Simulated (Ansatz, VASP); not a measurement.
# Ca3As: VASP beside Ansatz

Contents of INCAR:

```
SYSTEM = Ca3As
PREC = Accurate ; ENCUT = 600
EDIFF = 1E-6 ; ISMEAR = 0
SIGMA = 0.1 ; LREAL = .False.
LASPH = .True. ; NELM = 100
ALGO = Fast ; ISIF = 3
LWAVE = .False. ; LCHARG = .False.
GGA = PE ; IBRION = 2
NSW = 90 ; EDIFFG = -0.04
```

File KPOINTS:

```
Automatic mesh
0
Gamma
  3 3 6
  0 0 0
```

File POSCAR:

```
Ca3As
1.0
    6.4062004863      0.0000000000      0.0000000000
   -3.2031002432      5.5479323629      0.0000000000
    0.0000000000      0.0000000000      3.3147103403
Ca As
3 1
Direct
    0.5000000000      0.0000000000      0.0000000000
    0.0000000000      0.5000000000      0.0000000000
    0.5000000000      0.5000000000      0.0000000000
    0.0000000000      0.0000000000      0.5000000000
```

Input for Ansatz:

```yaml
crystal:
  lattice:
    - [6.4062004863, 0.0, 0.0]
    - [-3.2031002432, 5.5479323629, 0.0]
    - [0.0, 0.0, 3.3147103403]
  atoms:
    - { symbol: Ca, position: [0.5, 0.0, 0.0] }
    - { symbol: Ca, position: [0.0, 0.5, 0.0] }
    - { symbol: Ca, position: [0.5, 0.5, 0.0] }
    - { symbol: As, position: [0.0, 0.0, 0.5] }
basis:
  ecutwfc: 420
kpoints:
  mp_grid: { grid: [3, 3, 6] }
hamiltonian:
  xc: pbe
scf:
  occupations: { method: gaussian, width: 0.1 }
  lower_state_search: "off"
output:
  forces: true
  stress: true
  eigenvalues: true
relax:
  adjacent_minimum: "off"
  f_tol: 0.04
  max_steps: 70
  cell: { stress_tol: 0.4 }
```

Alike in both runs: task relaxation of cell and atoms; functional PBE; k mesh 3 × 3 × 6; occupations gaussian, width 0.1 eV; no spin polarisation.

|  | VASP | Ansatz |
| --- | --- | --- |
| version | VASP 6.6.1 | Ansatz 0.2.0 |
| potentials or method | VASP PAW PBE potentials, release 64 (Ca_sv, As), cutoff 600 eV | scalar-relativistic, plane waves, PAW |
| valence electrons in the cell | 35 | 45 |

Ansatz gave:

- gap on the k mesh at the Fermi level, each at its own relaxed structure (eV): none
- relaxed volume (Å³/atom): 29.82
- relaxed length of the cell vector where the two differ most in proportion (Å): 3.287

Q: Estimate VASP's values.

A: gap on the k mesh at the Fermi level, each at its own relaxed structure (eV): none; relaxed volume (Å³/atom): 29.88; relaxed length of the cell vector where the two differ most in proportion (Å): 3.252.

A gap of «none» marks a metal or a gap that the smearing closes. VASP's potentials hold 35 valence electrons a cell and Ansatz's 45, so a difference there can come from the potentials and not from the codes.

The k mesh is coarse, so the values compare programs but aren't converged.
